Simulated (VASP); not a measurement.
Input of a VASP 6.6.1 run:

Contents of INCAR:

```
SYSTEM = Al
ALGO = Normal
EDIFF = 1E-6
ENCUT = 500
GGA = PE
GGA_COMPAT = .FALSE.
ISIF = 2
ISMEAR = -1
LASPH = .TRUE.
LCHARG = .FALSE.
LREAL = .FALSE.
LWAVE = .FALSE.
NBANDS = 8
NELM = 120
PREC = Accurate
SIGMA = 0.15
```

File KPOINTS:

```
k-points
0
G
  14 14 14
  0 0 0
```

Contents of POSCAR:

```
Al
1.0
    2.6960428543      0.0000000000      0.0000000000
    1.3480214271      2.3348416015      0.0000000000
    1.3480214271      0.7782805338      2.2013097725
Al
1
Direct
    0.0000000000      0.0000000000      0.0000000000
```

Potentials or basis: VASP PAW PBE potentials, release 64 (Al).

Command:

```console
$ cat potpaw_PBE.64/Al/POTCAR > POTCAR
$ mpirun -np 1 vasp_std > vasp.out
```

(1) What does it give for the pressure?

## Answers

(1) 20.0 GPa.
